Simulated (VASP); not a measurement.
Input of a VASP 6.6.1 run:

Contents of INCAR:

```
SYSTEM = Si8O15
  PREC = Accurate
  ENCUT = 520
  EDIFF = 1E-6
  ISMEAR = 0
  SIGMA = 0.02
  LREAL = Auto
  LASPH = .True.
  NELM = 100
  ALGO = Normal
  ISIF = 2
  LWAVE = .False.
  LCHARG = .False.
  GGA = PE
  IVDW = 12
  NBANDS = 78
  NELECT = 120.0
```

Contents of KPOINTS:

```
Automatic mesh
0
Gamma
  2 2 2
  0 0 0
```

File POSCAR:

```
Si8O15
1.0
   -4.1929000000     -4.1929000000      0.0000000000
    4.1929000000     -4.1929000000      0.0000000000
    0.0000000000      0.0000000000      5.3408000000
Si O
8 15
Direct
    0.4909395645      0.5009312171      0.0008934991
    0.0017349567      0.5009073672      0.2829370132
    0.5016594720      0.5009265663      0.5008933119
    0.0017272055      0.5009165494      0.7188479254
    0.0011576713      0.0009175034      0.0008944353
    0.5014606835      0.0009266856      0.2496174730
   -0.0002226383      0.0009243006      0.5008923757
    0.5014625915      0.0009288321      0.7521691507
    0.0459400415      0.5009504162      0.0008779584
   -0.0010992392      0.1979515371      0.2581592645
   -0.0011003124      0.8039074388      0.2581650689
    0.2049683990      0.5009282358      0.5008972439
   -0.0011023397      0.1979536836      0.7436282954
    0.7978563763      0.5009284743      0.5008890054
   -0.0011038899      0.8039050538      0.7436221165
    0.6963080446      0.0009296668      0.0008946225
    0.5019135920      0.6887704214      0.2398348562
    0.3058426149      0.0009285936      0.0008921884
    0.5019121610      0.3130891507      0.2398322349
    0.6911755587      0.0009332443      0.5008921884
    0.5019183620      0.6887701829      0.7619519548
    0.3099406139      0.0009318133      0.5008944353
    0.5019175272      0.3130892700      0.7619543889
```

Potentials or basis: VASP PAW PBE potentials, release 64 (Si, O).

Launch:

```bash
$ cat potpaw_PBE.64/Si/POTCAR potpaw_PBE.64/O/POTCAR > POTCAR
$ mpirun -np 1 vasp_std > vasp.out
```

Estimate the dispersion energy per atom.

-0.236 eV.

Predict the largest force.

2.068 eV/Å.

Forces on the atoms (eV/Å):
```
Si   0.392  0.390  0.000
Si   0.012  0.012 -0.108
Si   0.043  0.041  0.000
Si   0.013  0.013  0.099
Si   0.044  0.043  0.000
Si   0.031  0.032 -0.022
Si   0.093  0.090  0.001
Si   0.033  0.034  0.021
O   -1.463 -1.461  0.011
O    0.141  0.098 -0.038
O    0.097  0.142 -0.037
O    0.013  0.012  0.001
O    0.139  0.097  0.037
O    0.052  0.053  0.000
O    0.099  0.142  0.035
O    0.026  0.027 -0.003
O    0.041 -0.014  0.027
O    0.057  0.057 -0.001
O   -0.014  0.042  0.027
O    0.031  0.030  0.002
O    0.041 -0.013 -0.028
O    0.094  0.091  0.002
O   -0.014  0.042 -0.026
```

Caveat: the k points lie up to 0.59 Å⁻¹ apart; the cell carries a net charge on a neutralising background, which shifts energy and pressure.
